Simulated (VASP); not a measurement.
# Na3Al (Fm-3m) in VASP: notebook

Runs on Na3Al. Level: PBE. Tasks: single point.

Program: VASP 6.6.1. These are calculated values, not measurements. Logs are shortened: lines on timing, memory, paths and dates and some standing lists are left out, and cuts for length are marked.

### Step 1. The cell of the first run

It takes space group Fm-3m (No. 225, cubic). The conventional cell has a = 7.456 Å, b = 7.456 Å, c = 7.456 Å, α = 90.00°, β = 90.00°, γ = 90.00°. Within 4.2 Å of Na (site symmetry -43m) lie 10 Na at 3.23 to 3.73 Å and 4 Al at 3.23 Å. Na (site symmetry m-3m) has 8 Na at 3.23 Å and 6 Al at 3.73 Å within 4.2 Å. Al (site symmetry m-3m) has 14 Na at 3.23 to 3.73 Å within 4.2 Å.

### Step 2. Single point, PBE

INCAR

```
  PREC = Accurate
  ENCUT = 520
  EDIFF = 1E-6
  ISMEAR = 1
  SIGMA = 0.1
  LREAL = F
  LASPH = T
  NELM = 100
  ALGO = Normal
  ISIF = 2
  LWAVE = F
  LCHARG = F
  GGA = PE
  NBANDS = 20
```

KPOINTS

```
regular mesh
0
Gamma
  5 5 5
```

POSCAR

```
Na3Al
1.0
    0.0000000000      3.7279368613      3.7279368613
    3.7279368613      0.0000000000      3.7279368613
    3.7279368613      3.7279368613      0.0000000000
Na Al
3 1
Direct
    0.2500000000      0.2500000000      0.2500000000
    0.7500000000      0.7500000000      0.7500000000
    0.5000000000      0.5000000000      0.5000000000
    0.0000000000      0.0000000000      0.0000000000
```

Potentials or basis: VASP PAW PBE potentials, release 64 (Na_pv, Al).

Started as:

```bash
$ cat potpaw_PBE.64/Na_pv/POTCAR potpaw_PBE.64/Al/POTCAR > POTCAR
$ mpirun -np 1 vasp_std > vasp.out
```

OUTCAR:

```text
PREC = Accurate
   ENCUT = 520
   EDIFF = 1E-6
   ISMEAR = 1
   LREAL = F
   LASPH = T
   NELM = 100
   ISIF = 2
   GGA = PE

 ion  position               nearest neighbor table
   1  0.250  0.250  0.250-
   2  0.750  0.750  0.750-
   3  0.500  0.500  0.500-
   4  0.000  0.000  0.000-

  LATTYP: Found a face centered cubic cell.
 ALAT       =     7.4558737226

  Lattice vectors:

 A1 = (   0.0000000000,   3.7279368613,   3.7279368613)
 A2 = (   3.7279368613,   0.0000000000,   3.7279368613)
 A3 = (   3.7279368613,   3.7279368613,   0.0000000000)

Analysis of symmetry for initial positions (statically):
=====================================================================
 Subroutine PRICEL returns:
 Original cell was already a primitive cell.

 Routine SETGRP: Setting up the symmetry group for a
 face centered cubic supercell.

 Subroutine GETGRP returns: Found 48 space group operations
 (whereof 48 operations were pure point group operations)
 out of a pool of 48 trial point group operations.

The static configuration has the point symmetry O_h .

Analysis of symmetry for dynamics (positions and initial velocities):
=====================================================================
 Subroutine PRICEL returns:
 Original cell was already a primitive cell.

 Routine SETGRP: Setting up the symmetry group for a
 face centered cubic supercell.

 Subroutine GETGRP returns: Found 48 space group operations
 (whereof 48 operations were pure point group operations)
 out of a pool of 48 trial point group operations.

The dynamic configuration has the point symmetry O_h .

 Subroutine INISYM returns: Found 48 space group operations
 (whereof 48 operations are pure point group operations),
 and found     1 'primitive' translations

----------------------------------------------------------------------------------------

                                     Primitive cell

  volume of cell :     103.6181

  direct lattice vectors                    reciprocal lattice vectors
     0.000000000  3.727936861  3.727936861    -0.134122443  0.134122443  0.134122443
     3.727936861  0.000000000  3.727936861     0.134122443 -0.134122443  0.134122443
     3.727936861  3.727936861  0.000000000     0.134122443  0.134122443 -0.134122443
[... 68 lines left out ...]
   LNONCOLLINEAR =      F non collinear calculations
   LSORBIT =      F    spin-orbit coupling
   LASPH  =      T    aspherical Exc in radial PAW
   ENCUT  =  520.0 eV  38.22 Ry    6.18 a.u.   9.80  9.80  9.80*2*pi/ulx,y,z
   NELM   =    100;   NELMIN=  2; NELMDL= -5     # of ELM steps
   EDIFF  = 0.1E-05   stopping-criterion for ELM
   LREAL  =      F    real-space projection
   EDIFFG = 0.1E-04   stopping-criterion for IOM
   NSW    =      0    number of steps for IOM
   IBRION =     -1    ionic relax: 0-MD 1-quasi-New 2-CG
   NFREE  =      0    steps in history (QN), initial steepest desc. (CG)
   ISIF   =      2    stress and relaxation
   ISYM   =      2    0-nonsym 1-usesym 2-fastsym
   POTIM  = 0.5000    time-step for ionic-motion
   TEBEG  =    0.0;   TEEND  =   0.0 temperature during run
   PSTRESS=    0.0 pullay stress
   NELECT =      24.0000    total number of electrons
   NUPDOWN=      -1.0000    fix difference up-down
   EMIN   =  10.00;   EMAX   =-10.00  energy-range for DOS
   EFERMI =   0.00;   METHOD = LEGACY
   ISMEAR =     1;   SIGMA  =   0.10  broadening in eV -4-tet -1-fermi 0-gaus
   EFERMI_NEDOS =   21; number of points for ismear=-14 and -15
   IALGO  =     38    algorithm
   IMIX   =      4    mixing-type and parameters
     AMIX     =   0.40;   BMIX     =  1.00
     AMIX_MAG =   1.60;   BMIX_MAG =  1.00
  volume/ion in A,a.u.               =      25.90       174.81
  Fermi-wavevector in a.u.,A,eV,Ry     =   1.005387  1.899906 13.752816  1.010803
  Thomas-Fermi vector in A             =   2.138063
   LORBIT       =      0    0 simple, 1 ext, 2 COOP (PROOUT), +10 PAW based schemes
   GGA     = PE    functional components
   LHFCALC =     F    Hartree Fock is set to
   AEXX    =    0.0000 exact exchange contribution
   IVDW    =     0    specifies the selected vdW correction
   LEPSILON=     F    determine dielectric tensor
   LRPA    =     F    only Hartree local field effects (RPA)
 non-spin polarized calculation
 Methfessel and Paxton  Order N= 1 SIGMA  =   0.10
  energy-cutoff  :      520.00
  volume of cell :      103.62
 maximum number of plane-waves:      2812
   NGX = 19   NGY = 19   NGZ = 19

 number of electron      24.0000020 magnetization

 Free energy of the ion-electron system (eV)
  ---------------------------------------------------
  ext. energy  EPLUGINS =         0.00000000
  ---------------------------------------------------
  free energy    TOTEN  =        -6.96593886 eV

  energy without entropy =       -6.95789673  energy(sigma->0) =       -6.96325815

 E-fermi :   1.7555     XC(G=0):  -7.7867

 val. band max:        1.7393530278   @ k =   0.4000   0.2000   0.0000
 cond. band min:       1.7755669914   @ k =  -0.4000   0.4000   0.0000
 fundamental gap:      0.0362139636
 Fermi energy:         1.7554865592

 k-point     1 :       0.0000    0.0000    0.0000
  band No.  band energies     occupation
      1     -22.8553      2.00000
      2     -22.8553      2.00000
      3     -22.8553      2.00000
      4     -22.3885      2.00000
      5     -22.3885      2.00000
      6     -22.3885      2.00000
[... 219 lines left out ...]
     19       8.1470      0.00000
     20       9.9149      0.00000

------------------------ aborting loop because EDIFF is reached ----------------------------------------

  FORCE on cell =-STRESS in cart. coord.  units (eV):
  Direction    XX          YY          ZZ          XY          YZ          ZX
  --------------------------------------------------------------------------------------
  -------------------------------------------------------------------------------------
  Total        1.0648244      1.0648244      1.0648244     -0.0000000     -0.0000000      0.0000000
  in kB       16.4646670     16.4646670     16.4646670     -0.0000000     -0.0000000      0.0000000
  external PRESSURE =      16.4646670 kB  Pullay stress =       0.0000000 kB

 VOLUME and BASIS-vectors are now :
 -----------------------------------------------------------------------------
  energy-cutoff  :      520.00
  volume of cell :      103.62
      direct lattice vectors                 reciprocal lattice vectors
     0.000000000  3.727936861  3.727936861    -0.134122443  0.134122443  0.134122443
     3.727936861  0.000000000  3.727936861     0.134122443 -0.134122443  0.134122443
     3.727936861  3.727936861  0.000000000     0.134122443  0.134122443 -0.134122443

 POSITION                                       TOTAL-FORCE (eV/Angst)
 -----------------------------------------------------------------------------------
      1.86397      1.86397      1.86397        -0.000000     -0.000000     -0.000000
      5.59191      5.59191      5.59191        -0.000000      0.000000      0.000000
      3.72794      3.72794      3.72794         0.000000      0.000000      0.000000
      0.00000      0.00000      0.00000         0.000000      0.000000      0.000000
 -----------------------------------------------------------------------------------
    total drift:                               -0.000000     -0.000000      0.000000

  FREE ENERGIE OF THE ION-ELECTRON SYSTEM (eV)
  ---------------------------------------------------
  free  energy   TOTEN  =        -6.9659388559 eV

  energy  without entropy=       -6.9578967267  energy(sigma->0) =       -6.96325815
```

Run time: 13 s. Hardware: 1 thread of AMD EPYC 7R13 (Zen 3), shared host; peak memory 0.2 GiB.

Results:

| Item | Value |
| --- | --- |
| Free energy | -6.9659 eV |
| Pressure | 1.6 GPa |
| Band gap on the k mesh | zero (band 12 reaches 2.96 eV, above the bottom of band 13 at 1.34 eV) |

Levels at points of the mesh, in eV from the Fermi level:
| k point | band 10 | band 11 | band 12 | band 13 | band 14 | band 15 |
| --- | --- | --- | --- | --- | --- | --- |
| (0.00, 0.00, 0.00) | -5.58 | 1.21 | 1.21 | 1.21 | 2.06 | 3.43 |

### Step 3. Single point, PBE

This run uses another cell than the first one, of 26.66 Å³/atom, 1.029 times its volume.

INCAR

```
SYSTEM = Na3Al
PREC     = Accurate       ! precision mode
ENCUT    = 520            ! plane-wave cutoff, eV
EDIFF    = 1E-6           ! SCF threshold, eV
ISMEAR   = 1              ! smearing method
SIGMA    = 0.1            ! smearing width, eV
LREAL    = .False.        ! projectors in reciprocal space
LASPH    = .True.         ! aspherical terms in the spheres
NELM     = 80             ! most SCF steps
ALGO     = Normal         ! electronic algorithm
ISIF     = 2              ! what is computed and relaxed
LWAVE    = .False.        ! write WAVECAR
LCHARG   = .False.        ! write CHGCAR
GGA      = PE             ! functional
NBANDS   = 20             ! bands
```

KPOINTS

```
Automatic mesh
0
Gamma
  5 5 5
  0 0 0
```

POSCAR

```
Na3Al
1.0
    0.0000000000      3.7636130659      3.7636130659
    3.7636130659      0.0000000000      3.7636130659
    3.7636130659      3.7636130659      0.0000000000
Na Al
3 1
Direct
    0.2500000000      0.2500000000      0.2500000000
    0.7500000000      0.7500000000      0.7500000000
    0.5000000000      0.5000000000      0.5000000000
    0.0000000000      0.0000000000      0.0000000000
```

Potentials or basis: VASP PAW PBE potentials, release 64 (Na_pv, Al).

Started as:

```bash
$ cat potpaw_PBE.64/Na_pv/POTCAR potpaw_PBE.64/Al/POTCAR > POTCAR
$ mpirun -np 1 vasp_std > vasp.out
```

OUTCAR:

```text
SYSTEM = Na3Al
   PREC = Accurate
   ENCUT = 520
   EDIFF = 1E-6
   ISMEAR = 1
   LREAL = .False.
   LASPH = .True.
   NELM = 80
   ISIF = 2
   GGA = PE

 ion  position               nearest neighbor table
   1  0.250  0.250  0.250-
   2  0.750  0.750  0.750-
   3  0.500  0.500  0.500-
   4  0.000  0.000  0.000-

  LATTYP: Found a face centered cubic cell.
 ALAT       =     7.5272261318

  Lattice vectors:
[... 406 lines left out ...]

  FORCE on cell =-STRESS in cart. coord.  units (eV):
  Direction    XX          YY          ZZ          XY          YZ          ZX
  --------------------------------------------------------------------------------------
  -------------------------------------------------------------------------------------
  Total        0.7094910      0.7094910      0.7094910     -0.0000000      0.0000000     -0.0000000
  in kB       10.6613592     10.6613592     10.6613592     -0.0000000      0.0000000     -0.0000000
  external PRESSURE =      10.6613592 kB  Pullay stress =       0.0000000 kB

 VOLUME and BASIS-vectors are now :
 -----------------------------------------------------------------------------
  energy-cutoff  :      520.00
  volume of cell :      106.62
      direct lattice vectors                 reciprocal lattice vectors
     0.000000000  3.763613066  3.763613066    -0.132851064  0.132851064  0.132851064
     3.763613066  0.000000000  3.763613066     0.132851064 -0.132851064  0.132851064
     3.763613066  3.763613066  0.000000000     0.132851064  0.132851064 -0.132851064

 POSITION                                       TOTAL-FORCE (eV/Angst)
 -----------------------------------------------------------------------------------
      1.88181      1.88181      1.88181        -0.000000     -0.000000      0.000000
      5.64542      5.64542      5.64542         0.000000      0.000000     -0.000000
      3.76361      3.76361      3.76361        -0.000000     -0.000000      0.000000
      0.00000      0.00000      0.00000        -0.000000     -0.000000      0.000000
 -----------------------------------------------------------------------------------
    total drift:                               -0.000000     -0.000000      0.000000

  FREE ENERGIE OF THE ION-ELECTRON SYSTEM (eV)
  ---------------------------------------------------
  free  energy   TOTEN  =        -6.9913418537 eV

  energy  without entropy=       -6.9833117756  energy(sigma->0) =       -6.98866516
```

OSZICAR:

```text
N       E                     dE             d eps       ncg     rms          rms(c)
DAV:   1     0.187909995619E+03    0.18791E+03   -0.12357E+04   400   0.119E+03
DAV:   2     0.342976379239E+01   -0.18448E+03   -0.18142E+03   408   0.331E+02
DAV:   3    -0.684551892521E+01   -0.10275E+02   -0.10229E+02   472   0.927E+01
DAV:   4    -0.704300773781E+01   -0.19749E+00   -0.19745E+00   472   0.129E+01
DAV:   5    -0.705088542554E+01   -0.78777E-02   -0.78775E-02   548   0.235E+00    0.986E-01
DAV:   6    -0.700849091549E+01    0.42395E-01   -0.43490E-02   488   0.269E+00    0.632E-01
DAV:   7    -0.699175536419E+01    0.16736E-01   -0.53204E-02   496   0.148E+00    0.176E-01
DAV:   8    -0.699133201430E+01    0.42335E-03   -0.53004E-03   436   0.668E-01    0.100E-01
DAV:   9    -0.699135166370E+01   -0.19649E-04   -0.31350E-04   464   0.231E-01    0.307E-02
DAV:  10    -0.699134416428E+01    0.74994E-05   -0.31726E-05   492   0.572E-02    0.990E-03
DAV:  11    -0.699134196791E+01    0.21964E-05   -0.12542E-05   540   0.455E-02    0.104E-03
DAV:  12    -0.699134185368E+01    0.11423E-06   -0.30905E-07   244   0.440E-03
   1 F= -.69913419E+01 E0= -.69886652E+01  d E =-.803008E-02
```

It took 14 s on 1 thread of AMD EPYC 7R13 (Zen 3), shared host; peak memory 0.2 GiB.

What came out:

| Property | Result |
| --- | --- |
| Free energy | -6.9913 eV |
| Pressure | 1.1 GPa |
| Band gap on the k mesh | zero (band 12 reaches 2.82 eV, above the bottom of band 13 at 1.22 eV) |

### Step 4. Single point, PBE

This run uses another cell than the first one, of 27.41 Å³/atom, 1.058 times its volume.

INCAR

```
ALGO = Normal
EDIFF = 1E-6
ENCUT = 520
GGA = PE
ISIF = 2
ISMEAR = 1
LASPH = T
LCHARG = F
LREAL = F
LWAVE = F
NBANDS = 20
NELM = 80
PREC = Accurate
SIGMA = 0.1
```

KPOINTS

```
k-points
0
Gamma
  5 5 5
```

POSCAR

```
Na3Al
1.0
    0.0000000000      3.7986254306      3.7986254306
    3.7986254306      0.0000000000      3.7986254306
    3.7986254306      3.7986254306      0.0000000000
Na Al
3 1
Direct
    0.2500000000      0.2500000000      0.2500000000
    0.7500000000      0.7500000000      0.7500000000
    0.5000000000      0.5000000000      0.5000000000
    0.0000000000      0.0000000000      0.0000000000
```

Started as:

```bash
$ cat potpaw_PBE.64/Na_pv/POTCAR potpaw_PBE.64/Al/POTCAR > POTCAR
$ mpirun -np 1 vasp_std > vasp.out
```

Wall time 14 s (1 thread of AMD EPYC 7R13 (Zen 3), shared host); peak memory 0.2 GiB.

Results (log left out):

```yaml
Free_energy: -7.0066 eV
Pressure: 0.6 GPa
Band_gap_on_the_k_mesh: zero (band 12 reaches 2.68 eV, above the bottom of band 13 at 1.11 eV)
```

Levels at points of the mesh, in eV from the Fermi level:
```tsv
k point	band 9	band 10	band 11	band 12	band 13	band 14	band 15	band 16
(0.00, 0.00, 0.00)	-24.18	-5.44	1.17	1.17	1.17	1.77	3.35	3.35
```

[end of part 1 of 2]
